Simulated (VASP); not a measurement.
Here is a VASP 6.6.1 calculation.

The input INCAR:

```
SYSTEM = PbS
PREC     = Accurate       ! precision mode
ENCUT    = 520            ! plane-wave cutoff, eV
EDIFF    = 1E-6           ! SCF threshold, eV
ISMEAR   = -1             ! smearing method
SIGMA    = 0.01           ! smearing width, eV
LREAL    = .FALSE.        ! projectors in reciprocal space
LASPH    = .TRUE.         ! aspherical terms in the spheres
NELM     = 80             ! most SCF steps
ALGO     = Normal         ! electronic algorithm
ISIF     = 2              ! what is computed and relaxed
LWAVE    = .FALSE.        ! write WAVECAR
LCHARG   = .FALSE.        ! write CHGCAR
GGA      = PE             ! functional
NBANDS   = 17             ! bands
```

File KPOINTS:

```
Automatic mesh
0
G
  8 8 8
  0 0 0
```

The input POSCAR:

```
PbS
1.0
    0.0889500000      3.0094750000      3.0094750000
    3.0094750000      0.0889500000      3.0094750000
    3.0094750000      3.0094750000      0.0889500000
Pb S
1 1
Direct
    0.0000000000      0.0000000000      0.0000000000
    0.5000000000      0.5000000000      0.5000000000
```

Potentials or basis: VASP PAW PBE potentials, release 64 (Pb_d, S).

The run is started by

```bash
$ cat potpaw_PBE.64/Pb_d/POTCAR potpaw_PBE.64/S/POTCAR > POTCAR
$ mpirun -np 1 vasp_std > vasp.out
```

(1) What does it give for the pressure?

(2) Estimate the band gap on the k mesh.

## Answers

(1) 2.2 GPa.

(2) 0.08 eV, indirect (least direct gap 0.31 eV).

Caveat: the cell differs from its parent crystal (equal xy, yz and zx shear strains of +3 %); spin-orbit coupling is left out, which moves the levels of the heavy elements.
